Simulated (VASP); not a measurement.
# Li (Im-3m) in VASP: notebook

Li is run at these levels: HSE06, PBE+D4; tasks: relaxation of cell and atoms.

Program: VASP 6.6.1. These are calculated values, not measurements. Logs are shortened: lines on timing, memory, paths and dates and some standing lists are left out, and cuts for length are marked.

## 1. The cell of the first run

The structure is cubic, space group Im-3m (No. 229). The conventional cell has a = 3.509 Å, b = 3.509 Å, c = 3.509 Å, α = 90.00°, β = 90.00°, γ = 90.00°. Within 4.0 Å of Li (site symmetry m-3m) lie 14 Li at 3.04 to 3.51 Å.

## 2. Relaxation of cell and atoms, HSE06

The input, POSCAR:

```
Li
1.0
   -1.7546500000      1.7546500000      1.7546500000
    1.7546500000     -1.7546500000      1.7546500000
    1.7546500000      1.7546500000     -1.7546500000
Li
1
Direct
    0.0000000000      0.0000000000      0.0000000000
```

The input, INCAR.step1:

```
SYSTEM = Li
  PREC = Accurate
  ENCUT = 600
  EDIFF = 1E-5
  ISMEAR = -1
  SIGMA = 0.05
  LREAL = .FALSE.
  LASPH = .TRUE.
  NELM = 80
  ALGO = Normal
  LWAVE = .TRUE.
  LCHARG = .FALSE.
  GGA = PE
  NBANDS = 8
```

The input, INCAR.step2:

```
SYSTEM = Li
  PREC = Accurate
  ENCUT = 600
  EDIFF = 1E-6
  ISMEAR = -1
  SIGMA = 0.05
  LREAL = .FALSE.
  LASPH = .TRUE.
  NELM = 80
  ALGO = Normal
  ISIF = 3
  LWAVE = .FALSE.
  LCHARG = .FALSE.
  GGA = PE
  LHFCALC = .TRUE.
  HFSCREEN = 0.2079
  PRECFOCK = Normal
  IBRION = 2
  NSW = 60
  EDIFFG = -0.01
  ISTART = 1
```

The input, KPOINTS:

```
Automatic mesh
0
G
  6 6 6
  0 0 0
```

Potentials or basis: VASP PAW PBE potentials, release 64 (Li_sv).

Launch:

```console
> cat potpaw_PBE.64/Li_sv/POTCAR > POTCAR
> cp INCAR.step1 INCAR
> mpirun -np 1 vasp_std > vasp.out
> cp INCAR.step2 INCAR
> mpirun -np 1 vasp_std > vasp.out
```

OUTCAR:

```text
SYSTEM = Li
   PREC = Accurate
   ENCUT = 600
   EDIFF = 1E-6
   ISMEAR = -1
   LREAL = .FALSE.
   LASPH = .TRUE.
   NELM = 80
   ISIF = 3
   GGA = PE
   LHFCALC = .TRUE.
   HFSCREEN = 0.2079
   PRECFOCK = Normal
   IBRION = 2
   NSW = 60
   EDIFFG = -0.01
   ISTART = 1

 ion  position               nearest neighbor table
   1  0.000  0.000  0.000-

  LATTYP: Found a body centered cubic cell.
 ALAT       =     3.5093000000

  Lattice vectors:

 A1 = (  -1.7546500000,   1.7546500000,   1.7546500000)
 A2 = (   1.7546500000,  -1.7546500000,   1.7546500000)
 A3 = (   1.7546500000,   1.7546500000,  -1.7546500000)

Analysis of symmetry for initial positions (statically):
=====================================================================
 Subroutine PRICEL returns:
 Original cell was already a primitive cell.

 Routine SETGRP: Setting up the symmetry group for a
 body centered cubic supercell.

 Subroutine GETGRP returns: Found 48 space group operations
 (whereof 48 operations were pure point group operations)
 out of a pool of 48 trial point group operations.

The static configuration has the point symmetry O_h .

Analysis of symmetry for dynamics (positions and initial velocities):
=====================================================================
 Subroutine PRICEL returns:
 Original cell was already a primitive cell.

 Routine SETGRP: Setting up the symmetry group for a
 body centered cubic supercell.

 Subroutine GETGRP returns: Found 48 space group operations
 (whereof 48 operations were pure point group operations)
 out of a pool of 48 trial point group operations.

The dynamic configuration has the point symmetry O_h .

 Subroutine INISYM returns: Found 48 space group operations
 (whereof 48 operations are pure point group operations),
 and found     1 'primitive' translations

----------------------------------------------------------------------------------------

                                     Primitive cell

  volume of cell :      21.6088

  direct lattice vectors                    reciprocal lattice vectors
    -1.754650000  1.754650000  1.754650000     0.000000000  0.284957114  0.284957114
[... 67 lines left out ...]
   ISTART =      1    job   : 0-new  1-cont  2-samecut
   ICHARG =      0    charge: 1-file 2-atom 10-const
   ISPIN  =      1    spin polarized calculation?
   LNONCOLLINEAR =      F non collinear calculations
   LSORBIT =      F    spin-orbit coupling
   LASPH  =      T    aspherical Exc in radial PAW
   ENCUT  =  600.0 eV  44.10 Ry    6.64 a.u.   6.07  6.07  6.07*2*pi/ulx,y,z
   NELM   =     80;   NELMIN=  2; NELMDL=  0     # of ELM steps
   EDIFF  = 0.1E-05   stopping-criterion for ELM
   LREAL  =      F    real-space projection
   EDIFFG = -.1E-01   stopping-criterion for IOM
   NSW    =     60    number of steps for IOM
   IBRION =      2    ionic relax: 0-MD 1-quasi-New 2-CG
   NFREE  =      1    steps in history (QN), initial steepest desc. (CG)
   ISIF   =      3    stress and relaxation
   ISYM   =      3    0-nonsym 1-usesym 2-fastsym
   POTIM  = 0.5000    time-step for ionic-motion
   TEBEG  =    0.0;   TEEND  =   0.0 temperature during run
   PSTRESS=    0.0 pullay stress
   NELECT =       3.0000    total number of electrons
   NUPDOWN=      -1.0000    fix difference up-down
   EMIN   =  10.00;   EMAX   =-10.00  energy-range for DOS
   EFERMI =   0.00;   METHOD = LEGACY
   ISMEAR =    -1;   SIGMA  =   0.05  broadening in eV -4-tet -1-fermi 0-gaus
   EFERMI_NEDOS =   21; number of points for ismear=-14 and -15
   IALGO  =     38    algorithm
   IMIX   =      1    mixing-type and parameters
     AMIX     =   0.40;   BMIX     =  1.00
     AMIX_MAG =   1.60;   BMIX_MAG =  1.00
  volume/ion in A,a.u.               =      21.61       145.82
  Fermi-wavevector in a.u.,A,eV,Ry     =   0.847692  1.601906  9.776898  0.718582
  Thomas-Fermi vector in A             =   1.963238
   LORBIT       =      0    0 simple, 1 ext, 2 COOP (PROOUT), +10 PAW based schemes
   GGA     = PE    functional components
   LHFCALC =     T    Hartree Fock is set to
   PRECFOCK=normal    Normal, Fast or Accurate (Low or Medium for compatibility)
   ENCUT4O =  -1.0   cutoff for four orbital integrals eV
   NKREDX  =     1    reduce k-point grid by
   NKREDY  =     1    reduce k-point grid by
   NKREDZ  =     1    reduce k-point grid by
   AEXX    =    0.2500 exact exchange contribution
   HFSCREEN=    0.2079 screening length (either q_TF or 0.3 A-1)
   HFSCREENC=   0.2079 screening length for correlation (either q_TF or 0.3 A-1)
   ENCUTFOCK=  -1.0 apply spherical cutoff to Coloumb kernel
   IVDW    =     0    specifies the selected vdW correction
   LEPSILON=     F    determine dielectric tensor
   LRPA    =     F    only Hartree local field effects (RPA)
 conjugate gradient relaxation of ions
 non-spin polarized calculation
  energy-cutoff  :      600.00
  volume of cell :       21.61
 maximum number of plane-waves:       736
  NGX = 20; NGY = 20; NGZ = 20

--------------------------------------- Ionic step        1  -------------------------------------------

 number of electron       2.9999991 magnetization

 Free energy of the ion-electron system (eV)
  ---------------------------------------------------
  ext. energy  EPLUGINS =         0.00000000
  ---------------------------------------------------
  free energy    TOTEN  =        -1.93625768 eV

  energy without entropy =       -1.92099828  energy(sigma->0) =       -1.92862798

------------------------ aborting loop because EDIFF is reached ----------------------------------------

  FORCE on cell =-STRESS in cart. coord.  units (eV):
  Direction    XX          YY          ZZ          XY          YZ          ZX
  --------------------------------------------------------------------------------------
  -------------------------------------------------------------------------------------
  Total       -0.0717890     -0.0717890     -0.0717890      0.0000000      0.0000000     -0.0000000
  in kB       -5.3227584     -5.3227584     -5.3227584      0.0000000      0.0000000     -0.0000000
  external PRESSURE =      -5.3227584 kB  Pullay stress =       0.0000000 kB
[... 57 lines left out ...]
--------------------------------------- Ionic step        3  -------------------------------------------

 number of electron       2.9999994 magnetization

 Free energy of the ion-electron system (eV)
  ---------------------------------------------------
  ext. energy  EPLUGINS =         0.00000000
  ---------------------------------------------------
  free energy    TOTEN  =        -1.93778147 eV

  energy without entropy =       -1.92251762  energy(sigma->0) =       -1.93014955

 E-fermi :   0.6233     XC(G=0):  -5.9081

 val. band max:        0.1032859179   @ k =   0.1667   0.1667   0.1667
 cond. band min:       0.6358853468   @ k =   0.3333   0.1667   0.0000
 fundamental gap:      0.5325994288
 Fermi energy:         0.6232779555

 k-point     1 :       0.0000    0.0000    0.0000
  band No.  band energies     occupation
      1     -49.6625      2.00000
      2      -3.7408      2.00000
      3      15.7999      0.00000
      4      15.7999      0.00000
      5      15.8000      0.00000
[... 146 lines left out ...]
  FREE ENERGIE OF THE ION-ELECTRON SYSTEM (eV)
  ---------------------------------------------------
  free  energy   TOTEN  =        -1.9377814683 eV

  energy  without entropy=       -1.9225176245  energy(sigma->0) =       -1.93014955

 reached required accuracy - stopping structural energy minimisation
```

OUTCAR.step1:

```text
SYSTEM = Li
   PREC = Accurate
   ENCUT = 600
   EDIFF = 1E-5
   ISMEAR = -1
   LREAL = .FALSE.
[... 381 lines left out ...]
 -----------------------------------------------------------------------------------
      0.00000      0.00000      0.00000         0.000000      0.000000      0.000000
 -----------------------------------------------------------------------------------
    total drift:                               -0.000000     -0.000000      0.000000

  FREE ENERGIE OF THE ION-ELECTRON SYSTEM (eV)
  ---------------------------------------------------
  free  energy   TOTEN  =        -1.8722892273 eV

  energy  without entropy=       -1.8569304624  energy(sigma->0) =       -1.86460984
```

It took 6.9 min on 1 thread of AMD EPYC 7R43 (Zen 3), shared host; peak memory 0.18 GiB.

What came out:

- Free energy: -1.9378 eV
- Relaxed volume: 20.72 Å³/atom
- Relaxed cell: a = 2.997 Å, b = 2.997 Å, c = 2.997 Å, α = 109.47°, β = 109.47°, γ = 109.47°
- Space group after relaxing (to 0.05 Å): Im-3m (No. 229)
- Energy gained by relaxing: 1.5 meV/atom
- Ionic steps: 3
- Pressure after relaxing: 0.0 GPa

The path:
```tsv
step	energy change (eV)	largest force (eV/Å)	pressure (GPa)	volume (Å³)
1	0.0000	0.0000	-0.53	21.61
2	-0.0006	0.0000	-0.42	21.39
3	-0.0015	0.0000	-0.04	20.72
```

Final structure:
```yaml
crystal:
  lattice:
    - [-1.73034, 1.73034, 1.73034]
    - [1.73034, -1.73034, 1.73034]
    - [1.73034, 1.73034, -1.73034]
  atoms:
    - { symbol: Li, position: [0.00000, 0.00000, 0.00000] }
```

Caveat: the k points lie up to 0.43 Å⁻¹ apart in the final cell; the cutoff is under 1.25 times the usual one of these potentials, so pressure, stress and relaxed cells hold a basis-set (Pulay) error; the PAW data sets were made with another functional, which shifts forces and pressure a little.

## 3. Relaxation of cell and atoms, PBE+D4

The input, INCAR:

```
PREC     = Accurate       # precision mode
ENCUT    = 600            # plane-wave cutoff, eV
EDIFF    = 1E-6           # SCF threshold, eV
ISMEAR   = -1             # smearing method
SIGMA    = 0.05           # smearing width, eV
LREAL    = F              # projectors in reciprocal space
LASPH    = T              # aspherical terms in the spheres
NELM     = 80             # most SCF steps
ALGO     = Normal         # electronic algorithm
ISIF     = 3              # what is computed and relaxed
LWAVE    = F              # write WAVECAR
LCHARG   = F              # write CHGCAR
GGA      = PE             # functional
IVDW     = 13             # dispersion correction
IBRION   = 2              # ionic algorithm
NSW      = 60             # ionic steps
EDIFFG   = -0.01          # ionic threshold
```

The input, KPOINTS:

```
Automatic mesh
0
Gamma
  11 11 11
```

POSCAR is that of step 2.

Potentials or basis: VASP PAW PBE potentials, release 64 (Li_sv).

Launch:

```console
> cat potpaw_PBE.64/Li_sv/POTCAR > POTCAR
> mpirun -np 1 vasp_std > vasp.out
```

It took 23 s on 1 thread of Intel Xeon Platinum 8375C at 2.90GHz (Ice Lake), shared host; peak memory 0.12 GiB.

The run converged. Its results:

```yaml
Free_energy: -1.9309 eV
Relaxed_volume: 19.82 Å³/atom
Relaxed_cell: a = 2.953 Å, b = 2.953 Å, c = 2.953 Å, α = 109.47°, β = 109.47°, γ = 109.47°
Space_group_after_relaxing_to_0.05_Å: Im-3m (No. 229)
Energy_gained_by_relaxing: 6.4 meV/atom
Ionic_steps: 5
Pressure_after_relaxing: 0.0 GPa
Dispersion_energy_per_atom: -0.020 eV
```

The path:
```csv
step,energy change (eV),largest force (eV/Å),pressure (GPa),volume (Å³)
1,0.0000,0.0000,-1.04,21.61
2,-0.0026,0.0000,-0.83,21.17
3,-0.0059,0.0000,-0.32,20.26
4,-0.0025,0.0000,1.05,18.53
5,-0.0064,0.0000,-0.03,19.82
```

Final structure:
```cif
data_structure
_symmetry_space_group_name_H-M 'P 1'
_symmetry_Int_Tables_number 1
_cell_length_a 2.9529
_cell_length_b 2.9529
_cell_length_c 2.9529
_cell_angle_alpha 109.471
_cell_angle_beta 109.471
_cell_angle_gamma 109.471
_cell_volume 19.82
loop_
_atom_site_label
_atom_site_type_symbol
_atom_site_fract_x
_atom_site_fract_y
_atom_site_fract_z
_atom_site_occupancy
Li1 Li 0.00000 0.00000 0.00000 1
```

Levels at points of the mesh, in eV from the Fermi level:
```
           k point  band 1  band 2  band 3  band 4  band 5
(0.00, 0.00, 0.00)  -46.50   -3.61   14.82   14.82   14.82
```

Caveat: the cutoff is under 1.25 times the usual one of these potentials, so pressure, stress and relaxed cells hold a basis-set (Pulay) error; pairwise dispersion overbinds metals, which lowers pressure and volume.

## 4. Comparison with measurements

Step 3. The cell as given is a measured one (21.61 Å³/atom); PBE+D4 puts the equilibrium volume -8.3 % from it, thermal expansion not counted.
